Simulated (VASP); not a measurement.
Input of a VASP 6.6.1 run:

Contents of INCAR:

```
ALGO = Normal ; EDIFF = 1E-8
ENCUT = 520 ; GGA = PS
IBRION = 8 ; ISIF = 2
ISMEAR = 0 ; LASPH = True
LCHARG = False ; LEPSILON = True
LREAL = False ; LWAVE = False
NBANDS = 16 ; NELM = 80
NSW = 1 ; PREC = Accurate
SIGMA = 0.01
```

File KPOINTS:

```
k-points
0
Gamma
  6 6 6
```

Contents of POSCAR:

```
CdS
1.0
    0.0000000000      2.9165000000      2.9165000000
    2.9165000000      0.0000000000      2.9165000000
    2.9165000000      2.9165000000      0.0000000000
Cd S
1 1
Direct
    0.0000000000      0.0000000000      0.0000000000
    0.7500000000      0.7500000000      0.7500000000
```

Potentials or basis: VASP PAW PBE potentials, release 64 (Cd, S).

Launch:

```bash
$ cat potpaw_PBE.64/Cd/POTCAR potpaw_PBE.64/S/POTCAR > POTCAR
$ mpirun -np 1 vasp_std > vasp.out
```

Task: Predict the electronic dielectric tensor (diagonal).

Result: 8.21.

Task: Estimate the Born charges (mean of the diagonal).

Result: Cd +2.30; S -2.30 e.

Task: Estimate the highest phonon frequency at Γ, LO-TO splitting left out.

Result: 234 cm⁻¹.

Phonon frequencies in cm⁻¹ (negative: imaginary):
```tsv
q point	frequencies
(0.000, 0.000, 0.000)	0 0 0 234 234 234
```
